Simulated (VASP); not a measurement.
Write the native input for VASP 6.6.1 that does the following.

* Task: single point
* Functional: PBE
* Potentials or basis: VASP PAW PBE potentials, release 64 (Sr_sv, Ti_sv)
* Cutoff: 520 eV
* k mesh: 14 × 14 × 14
* Occupations: gaussian, width 0.1 eV
* Spin: no spin polarisation
* Dipole correction: no
* Further INCAR settings: ALGO = Fast; EDIFF = 1e-06; NBANDS = 18

The structure of SrTi lies in POSCAR:

```
SrTi
1.0
    3.9205740989      0.0000000000      0.0000000000
    0.0000000000      3.9205740989      0.0000000000
    0.0000000000      0.0000000000      3.9205740989
Sr Ti
1 1
Direct
    0.0000000000      0.0000000000      0.0000000000
    0.5000000000      0.5000000000      0.5000000000
```

One way to write it, as run:

INCAR

```
  ALGO = Fast
  EDIFF = 1E-6
  ENCUT = 520
  GGA = PE
  ISIF = 2
  ISMEAR = 0
  LASPH = True
  LCHARG = False
  LREAL = False
  LWAVE = False
  NBANDS = 18
  NELM = 100
  PREC = Accurate
  SIGMA = 0.1
```

KPOINTS

```
k-points
0
Gamma
  14 14 14
```

Potentials or basis: VASP PAW PBE potentials, release 64 (Sr_sv, Ti_sv).

Launch:

```console
$ cat potpaw_PBE.64/Sr_sv/POTCAR potpaw_PBE.64/Ti_sv/POTCAR > POTCAR
$ mpirun -np 1 vasp_std > vasp.out
```

It gave:

```json
{
  "Pressure": "0.1 GPa",
  "Band gap on the k mesh": "zero (bands 11 and 12 overlap by 0.39 eV)"
}
```

It took 3.6 min on 1 thread of Intel(R) Xeon(R) 6975P-C (Granite Rapids), with other jobs on the host, peak memory 0.27 GiB.
